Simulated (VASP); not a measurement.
# CdF2 (P6_3mc) in VASP: a series of runs

CdF2 is run at these levels: PBEsol, r2SCAN+rVV10; tasks: single point, relaxation of cell and atoms.

Program: VASP 6.6.1. These are calculated values, not measurements. Logs are shortened: lines on timing, memory, paths and dates and some standing lists are left out, and cuts for length are marked.

### Step 1. The cell of the first run

The structure is hexagonal, space group P6_3mc (No. 186). The conventional cell has a = 3.620 Å, b = 3.620 Å, c = 7.057 Å, α = 90.00°, β = 90.00°, γ = 120.00°. Cd (site symmetry 3m) has 7 F at 2.23 to 2.54 Å within 2.9 Å. Within 3.1 Å of F (site symmetry 3m) lie 4 Cd at 2.31 to 2.54 Å and 6 F at 2.73 to 2.74 Å. F (site symmetry 3m) has 3 Cd at 2.23 Å and 6 F at 2.73 to 2.74 Å within 2.9 Å.

### Step 2. Single point, PBEsol

The input, INCAR:

```
SYSTEM = CdF2
PREC = Accurate
ENCUT = 520
EDIFF = 1E-7
ISMEAR = -1
SIGMA = 0.03
LREAL = .False.
LASPH = .True.
NELM = 100
ALGO = Normal
ISIF = 2
LWAVE = .False.
LCHARG = .True.
GGA = PS
LELF = .True.
LVHAR = .True.
NBANDS = 35
```

The input, KPOINTS:

```
Automatic mesh
0
Gamma
  9 9 2
  0 0 0
```

The input, POSCAR:

```
CdF2
1.0
    3.6204799439      0.0000000000      0.0000000000
   -1.8102399720      3.1354276053      0.0000000000
    0.0000000000      0.0000000000      7.0573086301
Cd F
2 4
Direct
    0.3333333333      0.6666666667      0.6148430155
    0.6666666667      0.3333333333      0.1148430155
    0.6666666667      0.3333333333      0.7556006794
    0.3333333333      0.6666666667      0.2556006794
    0.0000000000      0.0000000000      0.0045583051
    0.0000000000      0.0000000000      0.5045583051
```

Potentials or basis: VASP PAW PBE potentials, release 64 (Cd, F).

The run is started by

```bash
cat potpaw_PBE.64/Cd/POTCAR potpaw_PBE.64/F/POTCAR > POTCAR
mpirun -np 1 vasp_std > vasp.out
```

OUTCAR:

```text
SYSTEM = CdF2
   PREC = Accurate
   ENCUT = 520
   EDIFF = 1E-7
   ISMEAR = -1
   LREAL = .False.
   LASPH = .True.
   NELM = 100
   ISIF = 2
   GGA = PS

 ion  position               nearest neighbor table
   1  0.333  0.667  0.615-   6 2.23   6 2.23   6 2.23   3 2.31   3 2.31   3 2.31   4 2.54
   2  0.667  0.333  0.115-   5 2.23   5 2.23   5 2.23   4 2.31   4 2.31   4 2.31   3 2.54
   3  0.667  0.333  0.756-   1 2.31   1 2.31   1 2.31   2 2.54
   4  0.333  0.667  0.256-   2 2.31   2 2.31   2 2.31   1 2.54
   5  0.000  0.000  0.005-   2 2.23   2 2.23   2 2.23
   6  0.000  0.000  0.505-   1 2.23   1 2.23   1 2.23

  LATTYP: Found a hexagonal cell.
 ALAT       =     3.6204799439
 C/A-ratio  =     1.9492743336

  Lattice vectors:

 A1 = (   3.6204799439,   0.0000000000,   0.0000000000)
 A2 = (  -1.8102399720,   3.1354276053,   0.0000000000)
 A3 = (   0.0000000000,   0.0000000000,   7.0573086301)

Analysis of symmetry for initial positions (statically):
=====================================================================
 Subroutine PRICEL returns:
 Original cell was already a primitive cell.

 Routine SETGRP: Setting up the symmetry group for a
 hexagonal supercell.

 Subroutine GETGRP returns: Found 12 space group operations
 (whereof  6 operations were pure point group operations)
 out of a pool of 24 trial point group operations.

The static configuration has the point symmetry C_3v.
 The point group associated with its full space group is C_6v.

Analysis of symmetry for dynamics (positions and initial velocities):
=====================================================================
 Subroutine PRICEL returns:
 Original cell was already a primitive cell.

 Routine SETGRP: Setting up the symmetry group for a
 hexagonal supercell.

 Subroutine GETGRP returns: Found 12 space group operations
 (whereof  6 operations were pure point group operations)
 out of a pool of 24 trial point group operations.

The dynamic configuration has the point symmetry C_3v.
 The point group associated with its full space group is C_6v.

 Subroutine INISYM returns: Found 12 space group operations
 (whereof  6 operations are pure point group operations),
 and found     1 'primitive' translations

----------------------------------------------------------------------------------------

[... 98 lines left out ...]
   NELM   =    100;   NELMIN=  2; NELMDL= -5     # of ELM steps
   EDIFF  = 0.1E-06   stopping-criterion for ELM
   LREAL  =      F    real-space projection
   EDIFFG = 0.1E-05   stopping-criterion for IOM
   NSW    =      0    number of steps for IOM
   IBRION =     -1    ionic relax: 0-MD 1-quasi-New 2-CG
   NFREE  =      0    steps in history (QN), initial steepest desc. (CG)
   ISIF   =      2    stress and relaxation
   ISYM   =      2    0-nonsym 1-usesym 2-fastsym
   POTIM  = 0.5000    time-step for ionic-motion
   TEBEG  =    0.0;   TEEND  =   0.0 temperature during run
   PSTRESS=    0.0 pullay stress
   NELECT =      52.0000    total number of electrons
   NUPDOWN=      -1.0000    fix difference up-down
   EMIN   =  10.00;   EMAX   =-10.00  energy-range for DOS
   EFERMI =   0.00;   METHOD = LEGACY
   ISMEAR =    -1;   SIGMA  =   0.03  broadening in eV -4-tet -1-fermi 0-gaus
   EFERMI_NEDOS =   21; number of points for ismear=-14 and -15
   IALGO  =     38    algorithm
   IMIX   =      4    mixing-type and parameters
     AMIX     =   0.40;   BMIX     =  1.00
     AMIX_MAG =   1.60;   BMIX_MAG =  1.00
  volume/ion in A,a.u.               =      13.35        90.10
  Fermi-wavevector in a.u.,A,eV,Ry     =   1.417453  2.678597 27.336450  2.009172
  Thomas-Fermi vector in A             =   2.538681
   LORBIT       =      0    0 simple, 1 ext, 2 COOP (PROOUT), +10 PAW based schemes
   GGA     = PS    functional components
   LHFCALC =     F    Hartree Fock is set to
   AEXX    =    0.0000 exact exchange contribution
   IVDW    =     0    specifies the selected vdW correction
   LEPSILON=     F    determine dielectric tensor
   LRPA    =     F    only Hartree local field effects (RPA)
 non-spin polarized calculation
  energy-cutoff  :      520.00
  volume of cell :       80.11
 maximum number of plane-waves:      2198
 NGX is ok and might be reduce to    28
   NGX = 13   NGY = 13   NGZ = 27

 number of electron      52.0000002 magnetization

 Free energy of the ion-electron system (eV)
  ---------------------------------------------------
  ext. energy  EPLUGINS =         0.00000000
  ---------------------------------------------------
  free energy    TOTEN  =       -22.75182069 eV

  energy without entropy =      -22.75182069  energy(sigma->0) =      -22.75182069

 E-fermi :  -0.9013     XC(G=0): -10.6021

 val. band max:       -1.5578321483   @ k =   0.4444   0.0000   0.0000
 cond. band min:       1.1835025343   @ k =   0.0000   0.0000   0.0000
 fundamental gap:      2.7413346826
 Fermi energy:        -0.9013303745

 k-point     1 :       0.0000    0.0000    0.0000
  band No.  band energies     occupation
      1     -22.2289      2.00000
      2     -21.8051      2.00000
      3     -21.6245      2.00000
      4     -21.2177      2.00000
      5      -7.3040      2.00000
      6      -7.3040      2.00000
[... 901 lines left out ...]
     34      11.9303      0.00000
     35      14.1256      0.00000

------------------------ aborting loop because EDIFF is reached ----------------------------------------

  FORCE on cell =-STRESS in cart. coord.  units (eV):
  Direction    XX          YY          ZZ          XY          YZ          ZX
  --------------------------------------------------------------------------------------
  -------------------------------------------------------------------------------------
  Total        0.5727200      0.5727200      0.1256628     -0.0000000     -0.0000000      0.0000000
  in kB       11.4538352     11.4538352      2.5131314     -0.0000000     -0.0000000      0.0000000
  external PRESSURE =       8.4736006 kB  Pullay stress =       0.0000000 kB

 VOLUME and BASIS-vectors are now :
 -----------------------------------------------------------------------------
  energy-cutoff  :      520.00
  volume of cell :       80.11
      direct lattice vectors                 reciprocal lattice vectors
     3.620479944  0.000000000  0.000000000     0.276206474  0.159467882  0.000000000
    -1.810239972  3.135427605  0.000000000     0.000000000  0.318935764  0.000000000
     0.000000000  0.000000000  7.057308630     0.000000000  0.000000000  0.141697076

 POSITION                                       TOTAL-FORCE (eV/Angst)
 -----------------------------------------------------------------------------------
     -0.00000      2.09029      4.33914        -0.000000     -0.000000      0.028347
      1.81024      1.04514      0.81048         0.000000      0.000000      0.028347
      1.81024      1.04514      5.33251         0.000000     -0.000000      0.042880
     -0.00000      2.09029      1.80385         0.000000     -0.000000      0.042880
      0.00000      0.00000      0.03217        -0.000000     -0.000000     -0.071227
      0.00000      0.00000      3.56082        -0.000000     -0.000000     -0.071227
 -----------------------------------------------------------------------------------
    total drift:                               -0.000000     -0.000001      0.000716

  FREE ENERGIE OF THE ION-ELECTRON SYSTEM (eV)
  ---------------------------------------------------
  free  energy   TOTEN  =       -22.7518206890 eV

  energy  without entropy=      -22.7518206889  energy(sigma->0) =      -22.75182069
```

OSZICAR:

```text
N       E                     dE             d eps       ncg     rms          rms(c)
DAV:   1     0.448167230755E+03    0.44817E+03   -0.29023E+04  1680   0.151E+03
DAV:   2    -0.977054449004E-01   -0.44826E+03   -0.42923E+03  1770   0.400E+02
DAV:   3    -0.256124171363E+02   -0.25515E+02   -0.25350E+02  1929   0.105E+02
DAV:   4    -0.257848867338E+02   -0.17247E+00   -0.17235E+00  1790   0.892E+00
DAV:   5    -0.257854690946E+02   -0.58236E-03   -0.58235E-03  1830   0.505E-01    0.139E+01
DAV:   6    -0.227478954556E+02    0.30376E+01   -0.72703E+00  2453   0.435E+01    0.105E+01
DAV:   7    -0.228100468417E+02   -0.62151E-01   -0.17495E+00  1698   0.987E+00    0.652E+00
DAV:   8    -0.227837518390E+02    0.26295E-01   -0.40702E-01  1810   0.478E+00    0.129E+00
DAV:   9    -0.227501770184E+02    0.33575E-01   -0.90097E-02  2195   0.329E+00    0.170E-01
DAV:  10    -0.227514686994E+02   -0.12917E-02   -0.11717E-02  1704   0.813E-01    0.184E-01
DAV:  11    -0.227516872678E+02   -0.21857E-03   -0.26965E-04  1764   0.124E-01    0.811E-02
DAV:  12    -0.227518133417E+02   -0.12607E-03   -0.21430E-04  1707   0.118E-01    0.303E-02
DAV:  13    -0.227518181184E+02   -0.47767E-05   -0.10335E-05  1891   0.329E-02    0.708E-03
DAV:  14    -0.227518206957E+02   -0.25773E-05   -0.38315E-06  1716   0.130E-02    0.255E-03
DAV:  15    -0.227518206890E+02    0.67657E-08   -0.14220E-07  1402   0.341E-03
   1 F= -.22751821E+02 E0= -.22751821E+02  d E =-.281728E-10
```

Wall time 2.1 min (1 thread of Intel Xeon 8259CL, shared host); peak memory 0.22 GiB.

What came out:

| Item | Value |
| --- | --- |
| Free energy | -22.7518 eV |
| Pressure | 0.8 GPa |
| Largest force | 0.071 eV/Å |
| Band gap on the k mesh | 2.74 eV (least direct gap 2.83 eV) |

Forces on the atoms (eV/Å):
```
Cd   0.000  0.000  0.028
Cd   0.000  0.000  0.028
F    0.000  0.000  0.043
F    0.000  0.000  0.043
F    0.000  0.000 -0.071
F    0.000  0.000 -0.071
```

Levels at points of the mesh, in eV from the valence-band top:
| k point | band 24 | band 25 | band 26 | band 27 | band 28 | band 29 |
| --- | --- | --- | --- | --- | --- | --- |
| (0.00, 0.00, 0.00) | -0.35 | -0.09 | -0.09 | 2.74 | 6.01 | 7.64 |
| (0.00, 0.00, 0.50) | -0.19 | -0.19 | -0.19 | 4.11 | 4.11 | 9.45 |

Caveat: the k points lie up to 0.45 Å⁻¹ apart; the PAW data sets were made with another functional, which shifts forces and pressure a little; an odd mesh through Γ misses points on the zone boundary, where band edges can lie.

### Step 3. Relaxation of cell and atoms, PBEsol

This run uses another cell than the first one, of 13.13 Å³/atom.

The input, INCAR:

```
SYSTEM = CdF2
  ALGO = Normal
  EDIFF = 1E-7
  EDIFFG = -0.01
  ENCUT = 600
  GGA = PS
  IBRION = 2
  ISIF = 3
  ISMEAR = -1
  LASPH = .TRUE.
  LCHARG = .FALSE.
  LREAL = .FALSE.
  LWAVE = .FALSE.
  NELM = 100
  NSW = 100
  PREC = Accurate
  SIGMA = 0.03
```

The input, KPOINTS:

```
k-points
0
G
  9 9 2
  0 0 0
```

The input, POSCAR:

```
CdF2
1.0
    3.0036553000      0.0000000000      0.0000000000
   -1.5018276500      2.6012418000      0.0000000000
    0.0000000000      0.0000000000     10.0825604700
Cd F
2 4
Direct
    0.3333333300      0.6666666700      0.6250100700
    0.6666666700      0.3333333300      0.1250100700
    0.6666666700      0.3333333300      0.7434041200
    0.3333333300      0.6666666700      0.2434041200
    0.0000000000      0.0000000000      0.0065878100
    0.0000000000      0.0000000000      0.5065878100
```

Potentials or basis: VASP PAW PBE potentials, release 64 (Cd, F).

The run is started by

```bash
cat potpaw_PBE.64/Cd/POTCAR potpaw_PBE.64/F/POTCAR > POTCAR
mpirun -np 1 vasp_std > vasp.out
```

Wall time 46 min (1 thread of Intel Xeon 8259CL, shared host); peak memory 0.26 GiB.

It converged, with:

```
Free energy                           : -22.6544 eV
Relaxed volume                        : 13.48 Å³/atom
Relaxed cell                          : a = 3.557 Å, b = 3.557 Å, c = 7.383 Å, α = 90.00°, β = 90.00°, γ = 120.00°
Space group after relaxing (to 0.1 Å) : P6_3mc (No. 186)
Energy gained by relaxing             : 394.2 meV/atom
Ionic steps                           : 42
Pressure after relaxing               : 0.0 GPa
Largest force after relaxing          : 0.010 eV/Å
Band gap on the k mesh                : 2.81 eV (least direct gap 2.87 eV)
```

Forces on the atoms (eV/Å):
```
Cd   0.000  0.000 -0.005
Cd   0.000  0.000 -0.005
F    0.000  0.000 -0.005
F    0.000  0.000 -0.005
F    0.000  0.000  0.010
F    0.000  0.000  0.010
```

Stress tensor (GPa, compression positive):
```
 0.09  0.00  0.00
 0.00  0.09  0.00
 0.00  0.00 -0.08
```

Step by step:
| step | energy change (eV) | largest force (eV/Å) | pressure (GPa) | volume (Å³) |
| --- | --- | --- | --- | --- |
| 1 | 0.0000 | 1.8308 | 31.62 | 78.78 |
| 3 | -1.5937 | 0.8735 | -0.34 | 95.24 |
| 5 | -2.2168 | 0.2479 | -3.84 | 99.50 |
| 7 | -2.2257 | 0.3328 | 3.55 | 93.12 |
| 9 | -2.2655 | 0.0398 | -0.02 | 95.69 |
| 11 | -2.2680 | 0.2002 | -1.09 | 93.22 |
| 13 | -2.2790 | 0.1522 | -0.25 | 93.63 |
| 15 | -2.2836 | 0.4227 | 3.03 | 86.33 |
| 17 | -2.2892 | 0.3204 | 1.72 | 88.85 |
| 19 | -2.2977 | 0.3295 | 1.77 | 87.61 |
| 21 | -2.3250 | 0.3665 | 2.42 | 82.60 |
| 23 | -2.3231 | 0.4027 | 3.10 | 80.79 |
| 25 | -2.3377 | 0.2499 | 2.49 | 77.97 |
| 27 | -2.3390 | 0.1936 | 2.03 | 77.71 |
| 29 | -2.3564 | 0.1386 | -0.34 | 80.45 |
| 31 | -2.3595 | 0.1203 | -0.35 | 80.79 |
| 33 | -2.3639 | 0.0750 | 0.31 | 81.08 |
| 35 | -2.3647 | 0.0318 | -0.19 | 81.42 |
| 37 | -2.3651 | 0.0169 | 0.09 | 81.11 |
| 39 | -2.3653 | 0.0077 | -0.08 | 81.17 |
| 41 | -2.3654 | 0.0070 | -0.06 | 81.05 |
| 42 | -2.3654 | 0.0100 | 0.03 | 80.90 |

Final structure:
```cif
data_structure
_symmetry_space_group_name_H-M 'P 1'
_symmetry_Int_Tables_number 1
_cell_length_a 3.5571
_cell_length_b 3.5571
_cell_length_c 7.3825
_cell_angle_alpha 90.000
_cell_angle_beta 90.000
_cell_angle_gamma 120.000
_cell_volume 80.90
loop_
_atom_site_label
_atom_site_type_symbol
_atom_site_fract_x
_atom_site_fract_y
_atom_site_fract_z
_atom_site_occupancy
Cd1 Cd 0.33333 0.66667 0.61913 1
Cd2 Cd 0.66667 0.33333 0.11913 1
F1 F 0.66667 0.33333 0.75520 1
F2 F 0.33333 0.66667 0.25520 1
F3 F 0.00000 0.00000 0.00068 1
F4 F 0.00000 0.00000 0.50068 1
```

Levels at points of the mesh, in eV from the valence-band top:
```csv
k point,band 23,band 24,band 25,band 26,band 27,band 28,band 29,band 30
"(0.00, 0.00, 0.00)",-0.31,-0.31,-0.06,-0.06,2.81,5.75,7.49,10.26
"(0.00, 0.00, 0.50)",-0.16,-0.16,-0.16,-0.16,4.05,4.05,9.10,9.10
```

Caveat: a cell axis changed by over 15 % at a fixed basis, so the end point is rough; the PAW data sets were made with another functional, which shifts forces and pressure a little; an odd mesh through Γ misses points on the zone boundary, where band edges can lie.

### Step 4. Single point, r2SCAN+rVV10

This run uses another cell than the first one, of 12.93 Å³/atom.

The input, POSCAR:

```
CdF2
1.0
    3.6395936047      0.0000000000      0.0000000000
   -1.8197968024      3.1519805211      0.0000000000
    0.0000000000      0.0000000000      6.7648876738
Cd F
2 4
Direct
    0.3333333333      0.6666666667      0.6165738387
    0.6666666667      0.3333333333      0.1165738387
    0.6666666667      0.3333333333      0.7567664340
    0.3333333333      0.6666666667      0.2567664340
    0.0000000000      0.0000000000      0.0016617272
    0.0000000000      0.0000000000      0.5016617272
```

The input, INCAR.step1:

```
PREC = Accurate ; ENCUT = 520
ISMEAR = -1 ; SIGMA = 0.03
LREAL = F ; LASPH = T
NELM = 60 ; NBANDS = 35
GGA = PE ; ALGO = Normal
EDIFF = 1E-4 ; LWAVE = T
LCHARG = F
```

The input, INCAR.step2:

```
PREC = Accurate ; ENCUT = 520
EDIFF = 1E-6 ; ISMEAR = -1
SIGMA = 0.03 ; LREAL = F
LASPH = T ; NELM = 60
ALGO = Normal ; ISIF = 2
LWAVE = F ; LCHARG = T
METAGGA = R2SCAN ; LMIXTAU = T
LUSE_VDW = T ; IVDW_NL = 2
BPARAM = 11.95 ; CPARAM = 0.0093
LELF = T ; LVHAR = T
NBANDS = 35 ; ISTART = 1
```

The input, KPOINTS:

```
Automatic mesh
0
Gamma
  12 12 4
```

Potentials or basis: VASP PAW PBE potentials, release 64 (Cd, F).

The run is started by

```bash
cat potpaw_PBE.64/Cd/POTCAR potpaw_PBE.64/F/POTCAR > POTCAR
cp INCAR.step1 INCAR
mpirun -np 1 vasp_std > vasp.out
cp INCAR.step2 INCAR
mpirun -np 1 vasp_std > vasp.out
```

OUTCAR:

```text
PREC = Accurate
   ENCUT = 520
   EDIFF = 1E-6
   ISMEAR = -1
   LREAL = F
   LASPH = T
   NELM = 60
   ISIF = 2
   METAGGA = R2SCAN
   IVDW_NL = 2
   BPARAM = 11.95
   ISTART = 1

 ion  position               nearest neighbor table
   1  0.333  0.667  0.617-   6 2.24   6 2.24   6 2.24   3 2.31   3 2.31   3 2.31   4 2.43
   2  0.667  0.333  0.117-   5 2.24   5 2.24   5 2.24   4 2.31   4 2.31   4 2.31   3 2.43
   3  0.667  0.333  0.757-   1 2.31   1 2.31   1 2.31   2 2.43
[... 1126 lines left out ...]
  -------------------------------------------------------------------------------------
  Total        0.7603675      0.7603675      0.3194202     -0.0000000      0.0000000      0.0000000
  in kB       15.6977405     15.6977405      6.5944095     -0.0000000      0.0000000      0.0000000
  external PRESSURE =      12.6632968 kB  Pullay stress =       0.0000000 kB

 VOLUME and BASIS-vectors are now :
 -----------------------------------------------------------------------------
  energy-cutoff  :      520.00
  volume of cell :       77.61
      direct lattice vectors                 reciprocal lattice vectors
     3.639593605  0.000000000  0.000000000     0.274755950  0.158630422  0.000000000
    -1.819796802  3.151980521  0.000000000     0.000000000  0.317260844  0.000000000
     0.000000000  0.000000000  6.764887674     0.000000000  0.000000000  0.147822114

 POSITION                                       TOTAL-FORCE (eV/Angst)
 -----------------------------------------------------------------------------------
     -0.00000      2.10132      4.17105        -0.000000      0.000000      0.048168
      1.81980      1.05066      0.78861         0.000000     -0.000000      0.048168
      1.81980      1.05066      5.11944         0.000000      0.000000      0.036175
     -0.00000      2.10132      1.73700        -0.000000      0.000000      0.036175
      0.00000      0.00000      0.01124        -0.000000      0.000000     -0.084343
      0.00000      0.00000      3.39369         0.000000      0.000000     -0.084343
 -----------------------------------------------------------------------------------
    total drift:                                0.000000      0.000000      0.010894

  FREE ENERGIE OF THE ION-ELECTRON SYSTEM (eV)
  ---------------------------------------------------
  free  energy   TOTEN  =       -65.2035880561 eV

  energy  without entropy=      -65.2035880561  energy(sigma->0) =      -65.20358806
```

OSZICAR.step1:

```text
N       E                     dE             d eps       ncg     rms          rms(c)
DAV:   1     0.450044751107E+03    0.45004E+03   -0.29206E+04  3990   0.151E+03
DAV:   2     0.643692460734E+00   -0.44940E+03   -0.42978E+03  4212   0.404E+02
DAV:   3    -0.246684006979E+02   -0.25312E+02   -0.25170E+02  4504   0.105E+02
DAV:   4    -0.248316207108E+02   -0.16322E+00   -0.16314E+00  4282   0.895E+00
DAV:   5    -0.248321636224E+02   -0.54291E-03   -0.54289E-03  4323   0.493E-01    0.151E+01
DAV:   6    -0.212013064517E+02    0.36309E+01   -0.88040E+00  5877   0.455E+01    0.108E+01
DAV:   7    -0.212980680882E+02   -0.96762E-01   -0.20662E+00  4035   0.109E+01    0.655E+00
DAV:   8    -0.212803961515E+02    0.17672E-01   -0.36478E-01  4251   0.465E+00    0.125E+00
DAV:   9    -0.212508367425E+02    0.29559E-01   -0.85485E-02  5102   0.326E+00    0.155E-01
DAV:  10    -0.212522982620E+02   -0.14615E-02   -0.10645E-02  4068   0.810E-01    0.196E-01
DAV:  11    -0.212525644987E+02   -0.26624E-03   -0.19721E-04  3089   0.106E-01    0.706E-02
DAV:  12    -0.212527412708E+02   -0.17677E-03   -0.14963E-04  2964   0.922E-02    0.252E-02
DAV:  13    -0.212527457162E+02   -0.44455E-05   -0.10594E-05  2359   0.270E-02
   1 F= -.21252746E+02 E0= -.21252746E+02  d E =-.301952E-10
```

It took 14 min on 1 thread of Intel Xeon 8259CL, shared host; peak memory 0.43 GiB.

Results:

* Free energy: -65.2036 eV
* Pressure: 1.3 GPa
* Largest force: 0.084 eV/Å
* Band gap on the k mesh: 3.42 eV (least direct gap 3.54 eV)

Forces in eV/Å, atoms in the order of the input:
```
Cd   0.000  0.000  0.048
Cd   0.000  0.000  0.048
F    0.000  0.000  0.036
F    0.000  0.000  0.036
F    0.000  0.000 -0.084
F    0.000  0.000 -0.084
```

Caveat: the PAW data sets were made with another functional, which shifts forces and pressure a little.

(Part 1 of 2 ends here.)
